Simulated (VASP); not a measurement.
# NaH (F-43m) in VASP: relaxation of cell and atoms with HSE06

Aim: the relaxation of cell and atoms of NaH with HSE06.

Program: VASP 6.6.1. These are calculated values, not measurements. Logs are shortened: lines on timing, memory, paths and dates and some standing lists are left out, and cuts for length are marked.

### Step 1. The cell of the first run

It takes space group F-43m (No. 216, cubic). Conventional cell: a = 5.194 Å, b = 5.194 Å, c = 5.194 Å, α = 90.00°, β = 90.00°, γ = 90.00°. Na (site symmetry -43m) has 4 H at 2.25 Å within 3.0 Å. H (site symmetry -43m) has 4 Na at 2.25 Å within 3.0 Å.

### Step 2. Relaxation of cell and atoms, HSE06

The input, POSCAR:

```
NaH
1.0
    0.0000000000      2.5969210608      2.5969210608
    2.5969210608      0.0000000000      2.5969210608
    2.5969210608      2.5969210608      0.0000000000
Na H
1 1
Direct
    0.0000000000      0.0000000000      0.0000000000
    0.2500000000      0.2500000000      0.2500000000
```

The input, INCAR.step1:

```
PREC = Accurate ; ENCUT = 600
EDIFF = 1E-5 ; ISMEAR = -1
SIGMA = 0.02 ; LREAL = False
LASPH = True ; NELM = 60
ALGO = Normal ; LWAVE = True
LCHARG = False ; GGA = PE
NBANDS = 11
```

The input, INCAR.step2:

```
PREC = Accurate ; ENCUT = 600
EDIFF = 1E-6 ; ISMEAR = -1
SIGMA = 0.02 ; LREAL = False
LASPH = True ; NELM = 60
ALGO = Normal ; ISIF = 3
LWAVE = False ; LCHARG = False
GGA = PE ; LHFCALC = True
HFSCREEN = 0.2079 ; PRECFOCK = Normal
IBRION = 2 ; NSW = 80
EDIFFG = -0.005 ; ISTART = 1
```

The input, KPOINTS:

```
Automatic mesh
0
Gamma
  6 6 6
```

Potentials or basis: VASP PAW PBE potentials, release 64 (Na_pv, H).

Command:

```
cat potpaw_PBE.64/Na_pv/POTCAR potpaw_PBE.64/H/POTCAR > POTCAR
cp INCAR.step1 INCAR
mpirun -np 1 vasp_std > vasp.out
cp INCAR.step2 INCAR
mpirun -np 1 vasp_std > vasp.out
```

OUTCAR:

```text
PREC = Accurate
   ENCUT = 600
   EDIFF = 1E-6
   ISMEAR = -1
   LREAL = False
   LASPH = True
   NELM = 60
   ISIF = 3
   GGA = PE
   LHFCALC = True
   HFSCREEN = 0.2079
   PRECFOCK = Normal
   IBRION = 2
   NSW = 80
   EDIFFG = -0.005
   ISTART = 1

 ion  position               nearest neighbor table
   1  0.000  0.000  0.000-
   2  0.250  0.250  0.250-

  LATTYP: Found a face centered cubic cell.
 ALAT       =     5.1938421216

  Lattice vectors:

 A1 = (   0.0000000000,   2.5969210608,   2.5969210608)
 A2 = (   2.5969210608,   0.0000000000,   2.5969210608)
 A3 = (   2.5969210608,   2.5969210608,   0.0000000000)

Analysis of symmetry for initial positions (statically):
=====================================================================
 Subroutine PRICEL returns:
 Original cell was already a primitive cell.

 Routine SETGRP: Setting up the symmetry group for a
 face centered cubic supercell.

 Subroutine GETGRP returns: Found 24 space group operations
 (whereof 24 operations were pure point group operations)
 out of a pool of 48 trial point group operations.

The static configuration has the point symmetry T_d .

Analysis of symmetry for dynamics (positions and initial velocities):
=====================================================================
 Subroutine PRICEL returns:
 Original cell was already a primitive cell.

 Routine SETGRP: Setting up the symmetry group for a
 face centered cubic supercell.

 Subroutine GETGRP returns: Found 24 space group operations
 (whereof 24 operations were pure point group operations)
 out of a pool of 48 trial point group operations.

The dynamic configuration has the point symmetry T_d .

 Subroutine INISYM returns: Found 24 space group operations
 (whereof 24 operations are pure point group operations),
 and found     1 'primitive' translations

----------------------------------------------------------------------------------------

                                     Primitive cell

  volume of cell :      35.0273

  direct lattice vectors                    reciprocal lattice vectors
     0.000000000  2.596921061  2.596921061    -0.192535694  0.192535694  0.192535694
     2.596921061  0.000000000  2.596921061     0.192535694 -0.192535694  0.192535694
     2.596921061  2.596921061  0.000000000     0.192535694  0.192535694 -0.192535694

  length of vectors
     3.672600985  3.672600985  3.672600985     0.333481605  0.333481605  0.333481605

  position of ions in fractional coordinates (direct lattice)
     0.000000000  0.000000000  0.000000000
     0.250000000  0.250000000  0.250000000

  ion indices of the primitive-cell ions
   primitive index   ion index
                 1           1
                 2           2

----------------------------------------------------------------------------------------

 KPOINTS: Automatic mesh

Automatic generation of k-mesh.
 Grid dimensions read from file:
 generate k-points for:    6    6    6

 Generating k-lattice:

  Cartesian coordinates                     Fractional coordinates (reciprocal lattice)
    -0.032089282  0.032089282  0.032089282     0.166666667  0.000000000  0.000000000
     0.032089282 -0.032089282  0.032089282     0.000000000  0.166666667  0.000000000
     0.032089282  0.032089282 -0.032089282     0.000000000  0.000000000  0.166666667

[... 54 lines left out ...]
   ISYM   =      3    0-nonsym 1-usesym 2-fastsym
   POTIM  = 0.5000    time-step for ionic-motion
   TEBEG  =    0.0;   TEEND  =   0.0 temperature during run
   PSTRESS=    0.0 pullay stress
   NELECT =       8.0000    total number of electrons
   NUPDOWN=      -1.0000    fix difference up-down
   EMIN   =  10.00;   EMAX   =-10.00  energy-range for DOS
   EFERMI =   0.00;   METHOD = LEGACY
   ISMEAR =    -1;   SIGMA  =   0.02  broadening in eV -4-tet -1-fermi 0-gaus
   EFERMI_NEDOS =   21; number of points for ismear=-14 and -15
   IALGO  =     38    algorithm
   IMIX   =      1    mixing-type and parameters
     AMIX     =   0.40;   BMIX     =  1.00
     AMIX_MAG =   1.60;   BMIX_MAG =  1.00
  volume/ion in A,a.u.               =      17.51       118.19
  Fermi-wavevector in a.u.,A,eV,Ry     =   1.000697  1.891044 13.624808  1.001395
  Thomas-Fermi vector in A             =   2.133071
   LORBIT       =      0    0 simple, 1 ext, 2 COOP (PROOUT), +10 PAW based schemes
   GGA     = PE    functional components
   LHFCALC =     T    Hartree Fock is set to
   PRECFOCK=normal    Normal, Fast or Accurate (Low or Medium for compatibility)
   ENCUT4O =  -1.0   cutoff for four orbital integrals eV
   NKREDX  =     1    reduce k-point grid by
   NKREDY  =     1    reduce k-point grid by
   NKREDZ  =     1    reduce k-point grid by
   AEXX    =    0.2500 exact exchange contribution
   HFSCREEN=    0.2079 screening length (either q_TF or 0.3 A-1)
   HFSCREENC=   0.2079 screening length for correlation (either q_TF or 0.3 A-1)
   ENCUTFOCK=  -1.0 apply spherical cutoff to Coloumb kernel
   IVDW    =     0    specifies the selected vdW correction
   LEPSILON=     F    determine dielectric tensor
   LRPA    =     F    only Hartree local field effects (RPA)
 conjugate gradient relaxation of ions
 non-spin polarized calculation
  energy-cutoff  :      600.00
  volume of cell :       35.03
 maximum number of plane-waves:      1211
 NGX is ok and might be reduce to    30
  NGX = 24; NGY = 24; NGZ = 24

--------------------------------------- Ionic step        1  -------------------------------------------

 number of electron       8.0000002 magnetization

 Free energy of the ion-electron system (eV)
  ---------------------------------------------------
  ext. energy  EPLUGINS =         0.00000000
  ---------------------------------------------------
  free energy    TOTEN  =        -5.65417425 eV

  energy without entropy =       -5.65417425  energy(sigma->0) =       -5.65417425

------------------------ aborting loop because EDIFF is reached ----------------------------------------

  FORCE on cell =-STRESS in cart. coord.  units (eV):
  Direction    XX          YY          ZZ          XY          YZ          ZX
  --------------------------------------------------------------------------------------
  -------------------------------------------------------------------------------------
  Total        0.0167352      0.0167352      0.0167352     -0.0000000     -0.0000000      0.0000000
  in kB        0.7654812      0.7654812      0.7654812     -0.0000000     -0.0000000      0.0000000
  external PRESSURE =       0.7654812 kB  Pullay stress =       0.0000000 kB

 VOLUME and BASIS-vectors are now :
 -----------------------------------------------------------------------------
  energy-cutoff  :      600.00
  volume of cell :       35.03
      direct lattice vectors                 reciprocal lattice vectors
     0.000000000  2.596921061  2.596921061    -0.192535694  0.192535694  0.192535694
     2.596921061  0.000000000  2.596921061     0.192535694 -0.192535694  0.192535694
     2.596921061  2.596921061  0.000000000     0.192535694  0.192535694 -0.192535694

 POSITION                                       TOTAL-FORCE (eV/Angst)
 -----------------------------------------------------------------------------------
      0.00000      0.00000      0.00000        -0.000000     -0.000000     -0.000000
      1.29846      1.29846      1.29846         0.000000      0.000000      0.000000
 -----------------------------------------------------------------------------------
    total drift:                                0.000002      0.000000      0.000001

  FREE ENERGIE OF THE ION-ELECTRON SYSTEM (eV)
  ---------------------------------------------------
  free  energy   TOTEN  =        -5.6541742482 eV

  energy  without entropy=       -5.6541742482  energy(sigma->0) =       -5.65417425

--------------------------------------- Ionic step        2  -------------------------------------------

 number of electron       8.0000003 magnetization

 Free energy of the ion-electron system (eV)
  ---------------------------------------------------
  ext. energy  EPLUGINS =         0.00000000
  ---------------------------------------------------
  free energy    TOTEN  =        -5.65419532 eV

  energy without entropy =       -5.65419532  energy(sigma->0) =       -5.65419532

 E-fermi :  -2.1968     XC(G=0):  -5.7942

 val. band max:       -2.6631428193   @ k =  -0.3333   0.5000   0.1667
 cond. band min:       1.9692401258   @ k =   0.5000   0.0000   0.0000
 fundamental gap:      4.6323829451
 Fermi energy:        -2.1967757547

 k-point     1 :       0.0000    0.0000    0.0000
  band No.  band energies     occupation
      1     -26.9020      2.00000
      2     -26.9020      2.00000
      3     -26.9019      2.00000
      4      -5.7019      2.00000
      5       6.8852      0.00000
      6      12.0778      0.00000
      7      12.0778      0.00000
      8      12.0778      0.00000
[... 155 lines left out ...]
 k-point    16 :      -0.3333    0.5000    0.1667
  band No.  band energies     occupation
      1     -26.9384      2.00000
      2     -26.9231      2.00000
      3     -26.9168      2.00000
      4      -2.6631      2.00000
      5       3.9937      0.00000
      6       4.7836      0.00000
      7       6.4591      0.00000
      8      11.0895      0.00000

------------------------ aborting loop because EDIFF is reached ----------------------------------------

  FORCE on cell =-STRESS in cart. coord.  units (eV):
  Direction    XX          YY          ZZ          XY          YZ          ZX
  --------------------------------------------------------------------------------------
  -------------------------------------------------------------------------------------
  Total        0.0082861      0.0082861      0.0082861     -0.0000000      0.0000000      0.0000000
  in kB        0.3785553      0.3785553      0.3785553     -0.0000000      0.0000000      0.0000000
  external PRESSURE =       0.3785553 kB  Pullay stress =       0.0000000 kB

 VOLUME and BASIS-vectors are now :
 -----------------------------------------------------------------------------
  energy-cutoff  :      600.00
  volume of cell :       35.07
      direct lattice vectors                 reciprocal lattice vectors
    -0.000000000  2.597969372  2.597969372    -0.192458004  0.192458004  0.192458004
     2.597969372 -0.000000000  2.597969372     0.192458004 -0.192458004  0.192458004
     2.597969372  2.597969372 -0.000000000     0.192458004  0.192458004 -0.192458004

 POSITION                                       TOTAL-FORCE (eV/Angst)
 -----------------------------------------------------------------------------------
      5.19594      2.59797      2.59797         0.000000      0.000000      0.000000
      1.29898      1.29898      1.29898        -0.000000     -0.000000     -0.000000
 -----------------------------------------------------------------------------------
    total drift:                                0.000002      0.000001      0.000001

  FREE ENERGIE OF THE ION-ELECTRON SYSTEM (eV)
  ---------------------------------------------------
  free  energy   TOTEN  =        -5.6541953187 eV

  energy  without entropy=       -5.6541953187  energy(sigma->0) =       -5.65419532

 reached required accuracy - stopping structural energy minimisation
```

Run time: 5.2 min. Hardware: 1 thread of Intel Xeon 6975P-C (Granite Rapids), shared host; peak memory 0.28 GiB.

Results:

```yaml
Free_energy: -5.6542 eV
Relaxed_volume: 17.53 Å³/atom
Relaxed_cell: a = 3.674 Å, b = 3.674 Å, c = 3.674 Å, α = 60.00°, β = 60.00°, γ = 60.00°
Space_group_after_relaxing_to_0.1_Å: F-43m (No. 216)
Energy_gained_by_relaxing: 0.0 meV/atom
Ionic_steps: 2
Pressure_after_relaxing: 0.0 GPa
Band_gap_on_the_k_mesh: 4.63 eV (least direct gap 5.37 eV)
```

Final structure:
```cif
data_structure
_symmetry_space_group_name_H-M 'P 1'
_symmetry_Int_Tables_number 1
_cell_length_a 3.6741
_cell_length_b 3.6741
_cell_length_c 3.6741
_cell_angle_alpha 60.000
_cell_angle_beta 60.000
_cell_angle_gamma 60.000
_cell_volume 35.07
loop_
_atom_site_label
_atom_site_type_symbol
_atom_site_fract_x
_atom_site_fract_y
_atom_site_fract_z
_atom_site_occupancy
Na1 Na 0.00000 0.00000 0.00000 1
H1 H 0.25000 0.25000 0.25000 1
```

Levels at points of the mesh, in eV from the valence-band top:
| k point | band 1 | band 2 | band 3 | band 4 | band 5 | band 6 | band 7 | band 8 |
| --- | --- | --- | --- | --- | --- | --- | --- | --- |
| (0.00, 0.00, 0.00) | -24.24 | -24.24 | -24.24 | -3.04 | 9.55 | 14.74 | 14.74 | 14.74 |
| (0.50, 0.00, 0.00) | -24.28 | -24.24 | -24.24 | -0.74 | 4.63 | 12.03 | 13.96 | 13.96 |
| (0.50, 0.50, 0.00) | -24.28 | -24.25 | -24.25 | -0.06 | 6.12 | 8.61 | 11.02 | 11.02 |

Caveat: the PAW data sets were made with another functional, which shifts forces and pressure a little. A k mesh can miss the band edges.
